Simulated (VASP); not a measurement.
# BaTiO3 (R3m) in VASP: relaxation of shape and atoms at fixed volume with r2SCAN

Aim: the relaxation of shape and atoms at fixed volume of BaTiO3 with r2SCAN.

Everything below comes from runs of VASP 6.6.1. Logs are shortened: lines on timing, memory, paths and dates and some standing lists are left out, and cuts for length are marked.

### 1 The cell of the first run

The structure is trigonal, space group R3m (No. 160). Conventional cell: a = 5.852 Å, b = 5.852 Å, c = 7.249 Å, α = 90.00°, β = 90.00°, γ = 120.00°. Ba (site symmetry 3m) has 12 O at 2.84 to 3.06 Å and 8 Ti at 3.51 to 3.74 Å within 3.8 Å. Ti (site symmetry 3m) has 6 O at 1.88 to 2.30 Å within 2.5 Å. Within 2.5 Å of O (site symmetry m) lie 2 Ti at 1.88 to 2.30 Å.

### 2 Relaxation of shape and atoms at fixed volume, r2SCAN (14.33 Å³/atom)

POSCAR reads:

```
BaTiO3
1.0
    2.9259635493      1.6893058428      2.4161888209
   -2.9259635493      1.6893058428      2.4161888209
    0.0000000000     -3.3786116856      2.4161888209
Ba Ti O
1 1 3
Direct
    0.0065653025      0.0065653025      0.0065653025
    0.5229778492      0.5229778492      0.5229778492
    0.4883008550      0.4883008550      0.9725551382
    0.4883008550      0.9725551382      0.4883008550
    0.9725551382      0.4883008550      0.4883008550
```

INCAR.step1 reads:

```
SYSTEM = BaTiO3
  ALGO = Normal
  EDIFF = 1E-5
  EDIFFG = -0.005
  ENCUT = 660
  GGA = PE
  GGA_COMPAT = .False.
  IBRION = 2
  ISIF = 3
  ISMEAR = 0
  LASPH = .True.
  LCHARG = .False.
  LREAL = .False.
  LWAVE = .True.
  NELM = 120
  NELMIN = 4
  NSW = 100
  PREC = Accurate
  SIGMA = 0.02
```

INCAR.step2 reads:

```
SYSTEM = BaTiO3
  ALGO = Normal
  EDIFF = 1E-7
  EDIFFG = -0.01
  ENCUT = 660
  GGA_COMPAT = .False.
  IBRION = 2
  ISIF = 4
  ISMEAR = 0
  ISTART = 1
  LASPH = .True.
  LCHARG = .False.
  LMIXTAU = .True.
  LREAL = .False.
  LWAVE = .False.
  METAGGA = R2SCAN
  NELM = 120
  NELMIN = 4
  NSW = 50
  PREC = Accurate
  SIGMA = 0.02
```

KPOINTS reads:

```
k-points
0
Gamma
  6 6 6
  0 0 0
```

Potentials or basis: VASP PAW PBE potentials, release 64 (Ba_sv, Ti_sv, O).

Launch:

```
$ cat potpaw_PBE.64/Ba_sv/POTCAR potpaw_PBE.64/Ti_sv/POTCAR potpaw_PBE.64/O/POTCAR > POTCAR
$ cp INCAR.step1 INCAR
$ mpirun -np 1 vasp_std > vasp.out
$ cp INCAR.step2 INCAR
$ mpirun -np 1 vasp_std > vasp.out
```

OUTCAR:

```text
SYSTEM = BaTiO3
   EDIFF = 1E-7
   EDIFFG = -0.01
   ENCUT = 660
   IBRION = 2
   ISIF = 4
   ISMEAR = 0
   ISTART = 1
   LASPH = .True.
   LREAL = .False.
   METAGGA = R2SCAN
   NELM = 120
   NELMIN = 4
   NSW = 50
   PREC = Accurate

 ion  position               nearest neighbor table
   1  0.007  0.007  0.007-   3 2.84   4 2.84   5 2.84   5 2.93   4 2.93   4 2.93   5 2.93   3 2.93
                             3 2.93   3 3.06   4 3.06   5 3.06   2 3.51   2 3.55   2 3.55   2 3.55
   2  0.523  0.523  0.523-   3 1.88   4 1.88   5 1.88   3 2.30   4 2.30   5 2.30   1 3.51   1 3.55
                             1 3.55   1 3.55   1 3.63   1 3.63   1 3.63   1 3.74
   3  0.488  0.488  0.973-   2 1.88   2 2.30   1 2.84   1 2.93   1 2.93   1 3.06
   4  0.488  0.973  0.488-   2 1.88   2 2.30   1 2.84   1 2.93   1 2.93   1 3.06
   5  0.973  0.488  0.488-   2 1.88   2 2.30   1 2.84   1 2.93   1 2.93   1 3.06

  LATTYP: Found a trigonal (rhomboedric) cell.
 ALAT       =     4.1536713087
 COS(alpha) =     0.0075615874

  Lattice vectors:

 A1 = (   2.9259635493,   1.6893058428,   2.4161888209)
 A2 = (  -2.9259635493,   1.6893058428,   2.4161888209)
 A3 = (   0.0000000000,  -3.3786116856,   2.4161888209)

Analysis of symmetry for initial positions (statically):
=====================================================================
 Subroutine PRICEL returns:
 Original cell was already a primitive cell.

 Routine SETGRP: Setting up the symmetry group for a
 trigonal (rhombohedral) supercell.

 Subroutine GETGRP returns: Found  6 space group operations
 (whereof  6 operations were pure point group operations)
 out of a pool of 12 trial point group operations.

The static configuration has the point symmetry C_3v.

Analysis of symmetry for dynamics (positions and initial velocities):
=====================================================================
 Subroutine PRICEL returns:
 Original cell was already a primitive cell.

 Routine SETGRP: Setting up the symmetry group for a
 trigonal (rhombohedral) supercell.

 Subroutine GETGRP returns: Found  6 space group operations
 (whereof  6 operations were pure point group operations)
 out of a pool of 12 trial point group operations.

The dynamic configuration has the point symmetry C_3v.

 Subroutine INISYM returns: Found  6 space group operations
 (whereof  6 operations are pure point group operations),
 and found     1 'primitive' translations

----------------------------------------------------------------------------------------

                                     Primitive cell

  volume of cell :      71.6571

  direct lattice vectors                    reciprocal lattice vectors
     2.925963549  1.689305843  2.416188821     0.170883879  0.098659853  0.137958313
    -2.925963549  1.689305843  2.416188821    -0.170883879  0.098659853  0.137958313
     0.000000000 -3.378611686  2.416188821     0.000000000 -0.197319707  0.137958313

  length of vectors
     4.153671309  4.153671309  4.153671309     0.240764538  0.240764538  0.240764538

  position of ions in fractional coordinates (direct lattice)
     0.006565303  0.006565303  0.006565303
     0.522977849  0.522977849  0.522977849
     0.488300855  0.488300855  0.972555138
     0.488300855  0.972555138  0.488300855
     0.972555138  0.488300855  0.488300855

  ion indices of the primitive-cell ions
   primitive index   ion index
                 1           1
                 2           2
                 3           3
                 4           4
                 5           5

----------------------------------------------------------------------------------------

 KPOINTS: k-points

Automatic generation of k-mesh.
 Grid dimensions read from file:
 generate k-points for:    6    6    6

 Generating k-lattice:

  Cartesian coordinates                     Fractional coordinates (reciprocal lattice)
     0.028480646  0.016443309  0.022993052     0.166666667 -0.000000000  0.000000000
    -0.028480646  0.016443309  0.022993052    -0.000000000  0.166666667  0.000000000
     0.000000000 -0.032886618  0.022993052     0.000000000  0.000000000  0.166666667

  Length of vectors
     0.040127423  0.040127423  0.040127423

  Shift w.r.t. Gamma in fractional coordinates (k-lattice)
     0.000000000  0.000000000  0.000000000

 Subroutine IBZKPT returns following result:
 ===========================================

 Found     32 irreducible k-points:

 Following reciprocal coordinates:
            Coordinates               Weight
  0.000000  0.000000  0.000000      1.000000
  0.166667  0.000000  0.000000      6.000000
  0.333333 -0.000000 -0.000000      6.000000
  0.500000 -0.000000  0.000000      3.000000
  0.166667  0.166667  0.000000      6.000000
  0.333333  0.166667 -0.000000     12.000000
[... 16 lines left out ...]
  0.500000  0.500000  0.166667      6.000000
 -0.333333  0.500000  0.166667     12.000000
 [... further k-points ...]
   k-points           NKPTS =     32   k-points in BZ     NKDIM =     32   number of bands    NBANDS=     24
   number of dos      NEDOS =    301   number of ions     NIONS =      5
   total plane-waves  NPLWV =  46656
   dimension x,y,z NGX =    36 NGY =   36 NGZ =   36
   dimension x,y,z NGXF=    72 NGYF=   72 NGZF=   72
   ions per type =               1   1   3
   NGX,Y,Z   is equivalent  to a cutoff of  14.41, 14.41, 14.41 a.u.
   NGXF,Y,Z  is equivalent  to a cutoff of  28.82, 28.82, 28.82 a.u.
 SYSTEM =  BaTiO3
   PREC   = accura    normal or accurate (medium, high low for compatibility)
   ISTART =      1    job   : 0-new  1-cont  2-samecut
   ICHARG =      0    charge: 1-file 2-atom 10-const
   ISPIN  =      1    spin polarized calculation?
   LNONCOLLINEAR =      F non collinear calculations
   LSORBIT =      F    spin-orbit coupling
   LASPH  =      T    aspherical Exc in radial PAW
   ENCUT  =  660.0 eV  48.51 Ry    6.96 a.u.   8.70  8.70  8.70*2*pi/ulx,y,z
   NELM   =    120;   NELMIN=  4; NELMDL=  0     # of ELM steps
   EDIFF  = 0.1E-06   stopping-criterion for ELM
   LREAL  =      F    real-space projection
   EDIFFG = -.1E-01   stopping-criterion for IOM
   NSW    =     50    number of steps for IOM
   IBRION =      2    ionic relax: 0-MD 1-quasi-New 2-CG
   NFREE  =      1    steps in history (QN), initial steepest desc. (CG)
   ISIF   =      4    stress and relaxation
   ISYM   =      2    0-nonsym 1-usesym 2-fastsym
   POTIM  = 0.5000    time-step for ionic-motion
   TEBEG  =    0.0;   TEEND  =   0.0 temperature during run
   PSTRESS=    0.0 pullay stress
   NELECT =      40.0000    total number of electrons
   NUPDOWN=      -1.0000    fix difference up-down
   EMIN   =  10.00;   EMAX   =-10.00  energy-range for DOS
   EFERMI =   0.00;   METHOD = LEGACY
   ISMEAR =     0;   SIGMA  =   0.02  broadening in eV -4-tet -1-fermi 0-gaus
   EFERMI_NEDOS =   21; number of points for ismear=-14 and -15
   IALGO  =     38    algorithm
   IMIX   =      4    mixing-type and parameters
     AMIX     =   0.40;   BMIX     =  1.00
     AMIX_MAG =   1.60;   BMIX_MAG =  1.00
  volume/ion in A,a.u.               =      14.33        96.71
  Fermi-wavevector in a.u.,A,eV,Ry     =   1.347954  2.547264 24.721512  1.816980
  Thomas-Fermi vector in A             =   2.475662
   LORBIT       =      0    0 simple, 1 ext, 2 COOP (PROOUT), +10 PAW based schemes
   METAGGA = R2SCAN    functional components
   LHFCALC =     F    Hartree Fock is set to
   AEXX    =    0.0000 exact exchange contribution
   IVDW    =     0    specifies the selected vdW correction
   LEPSILON=     F    determine dielectric tensor
   LRPA    =     F    only Hartree local field effects (RPA)
 conjugate gradient relaxation of ions
 non-spin polarized calculation
 Gauss-broadening in eV      SIGMA  =   0.02
  energy-cutoff  :      660.00
  volume of cell :       71.66
 maximum number of plane-waves:      2800
   NGX = 17   NGY = 17   NGZ = 17

--------------------------------------- Ionic step        1  -------------------------------------------

 number of electron      39.9999997 magnetization

 Free energy of the ion-electron system (eV)
  ---------------------------------------------------
  ext. energy  EPLUGINS =         0.00000000
  ---------------------------------------------------
  free energy    TOTEN  =       -74.13621465 eV

  energy without entropy =      -74.13621465  energy(sigma->0) =      -74.13621465

------------------------ aborting loop because EDIFF is reached ----------------------------------------

  FORCE on cell =-STRESS in cart. coord.  units (eV):
  Direction    XX          YY          ZZ          XY          YZ          ZX
  --------------------------------------------------------------------------------------
  -------------------------------------------------------------------------------------
  Total       -4.1330413     -4.1330413     -3.9150300     -0.0000000      0.0000000      0.0000000
  in kB      -92.4104334    -92.4104334    -87.5359329     -0.0000000      0.0000000      0.0000000
  external PRESSURE =     -90.7855999 kB  Pullay stress =       0.0000000 kB
[... 219 lines left out ...]
  energy  without entropy=      -74.1445675168  energy(sigma->0) =      -74.14456752

--------------------------------------- Ionic step        7  -------------------------------------------

 number of electron      40.0000000 magnetization

 Free energy of the ion-electron system (eV)
  ---------------------------------------------------
  ext. energy  EPLUGINS =         0.00000000
  ---------------------------------------------------
  free energy    TOTEN  =       -74.14464178 eV

  energy without entropy =      -74.14464178  energy(sigma->0) =      -74.14464178

 E-fermi :   2.8310     XC(G=0): -11.2448

 val. band max:        2.5833947474   @ k =   0.5000   0.5000   0.5000
 cond. band min:       5.8202053016   @ k =  -0.1667   0.1667   0.0000
 fundamental gap:      3.2368105541
 Fermi energy:         2.8310239085

 k-point     1 :       0.0000    0.0000    0.0000
  band No.  band energies     occupation
      1     -55.8703      2.00000
      2     -31.0854      2.00000
      3     -31.0745      2.00000
      4     -31.0745      2.00000
      5     -23.1699      2.00000
      6     -14.8921      2.00000
[... 637 lines left out ...]
     23       7.0213      0.00000
     24       8.4102      0.00000

 [... further k-points ...]

------------------------ aborting loop because EDIFF is reached ----------------------------------------

  FORCE on cell =-STRESS in cart. coord.  units (eV):
  Direction    XX          YY          ZZ          XY          YZ          ZX
  --------------------------------------------------------------------------------------
  -------------------------------------------------------------------------------------
  Total       -3.3623123     -3.3623123     -3.3604237     -0.0000000     -0.0000000     -0.0000000
  in kB      -75.1777495    -75.1777495    -75.1355208     -0.0000000     -0.0000000     -0.0000000
  external PRESSURE =     -75.1636733 kB  Pullay stress =       0.0000000 kB
[... 20 lines left out ...]
  FREE ENERGIE OF THE ION-ELECTRON SYSTEM (eV)
  ---------------------------------------------------
  free  energy   TOTEN  =       -74.1446417850 eV

  energy  without entropy=      -74.1446417850  energy(sigma->0) =      -74.14464178

 reached required accuracy - stopping structural energy minimisation
```

Run time: 32 min. Hardware: 1 thread of Oxide Virtual Turin-like, shared host; peak memory 0.25 GiB.

Results:

```yaml
Free_energy: -74.1446 eV
Energy_gained_by_relaxing: 1.7 meV/atom
Ionic_steps: 7
Pressure_after_relaxing: -7.5 GPa
Largest_force_after_relaxing: 0.003 eV/Å
Band_gap_on_the_k_mesh: 3.24 eV (least direct gap 3.83 eV)
```

Forces on the atoms (eV/Å):
```
Ba   0.000  0.000  0.002
Ti   0.000  0.000 -0.003
O    0.000  0.002  0.000
O    0.002 -0.001  0.000
O   -0.002 -0.001  0.000
```

Step by step:
| step | energy change (eV) | largest force (eV/Å) | pressure (GPa) | volume (Å³) |
| --- | --- | --- | --- | --- |
| 1 | 0.0000 | 0.3331 | -9.08 | 71.66 |
| 2 | -0.0081 | 0.0437 | -7.62 | 71.66 |
| 3 | -0.0081 | 0.0439 | -7.61 | 71.66 |
| 4 | -0.0082 | 0.0359 | -7.58 | 71.66 |
| 5 | -0.0083 | 0.0324 | -7.51 | 71.66 |
| 6 | -0.0084 | 0.0231 | -7.53 | 71.66 |
| 7 | -0.0084 | 0.0032 | -7.52 | 71.66 |

Final structure:
```xyz
5
Lattice="2.9233 1.6878 2.4206 -2.9233 1.6878 2.4206 0.0000 -3.3755 2.4206" Properties=species:S:1:pos:R:3 pbc="T T T"
Ba    0.0000    0.0000    0.0580
Ti    0.0000    0.0000    3.8152
O     0.0000   -1.6251    4.7090
O    -1.4074    0.8126    4.7090
O     1.4074    0.8126    4.7090
```

Levels at points of the mesh, in eV from the valence-band top:
```tsv
k point	band 16	band 17	band 18	band 19	band 20	band 21	band 22	band 23	band 24
(0.00, 0.00, 0.00)	-1.43	-0.89	-0.88	-0.75	-0.75	3.29	3.29	3.46	4.89
(0.50, 0.00, 0.00)	-1.98	-1.50	-1.37	-1.17	-0.96	3.40	4.08	4.29	4.85
(0.50, 0.50, 0.00)	-2.42	-1.58	-0.94	-0.83	-0.09	4.15	4.24	4.49	5.10
(0.50, 0.50, 0.50)	-2.40	-2.31	-0.05	-0.05	0.00	4.37	4.71	4.71	6.67
```

Caveat: the PAW data sets were made with another functional, which shifts forces and pressure a little; spin-orbit coupling is left out, which moves the levels of the heavy elements. A k mesh can miss the band edges.
